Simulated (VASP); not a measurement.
Crystal: HfN.

```
Hf N
1.0
     3.43321    0.00000    0.00000
    -1.71660    2.97324    0.00000
     0.00000    0.00000    3.96982
Hf N
1 1
Cartesian
  0.0000 0.0000 1.9849
  0.0000 0.0000 0.0000
```

Base run:

| Item | Value |
| --- | --- |
| Program | VASP 6.6.1 |
| Functional | PBE |
| Potentials or basis | VASP PAW PBE potentials, release 64 (Hf_pv, N) |
| Cutoff | 520 eV |
| k mesh | 9 × 9 × 7 |
| Occupations | fermi-dirac, width 0.05 eV |
| Spin | no spin polarisation |

Its results: band gap on the k mesh zero (an odd number of electrons rules out a gap without spin polarisation); pressure 0.5 GPa.

Q: The run is repeated on the same cell with these changes: functional from PBE to PBEsol-based screened hybrid with 25 % exact exchange; k mesh from 9 × 9 × 7 to 5 × 5 × 4. What comes out?

A: Band gap on the k mesh zero (an odd number of electrons rules out a gap without spin polarisation); pressure -3.7 GPa.

Several settings changed at once.

Caveats: some runs use coarse meshes; spin-orbit coupling is left out, which moves the levels of the heavy elements; the PAW data sets were made with another functional, which shifts forces and pressure a little (at least some runs).
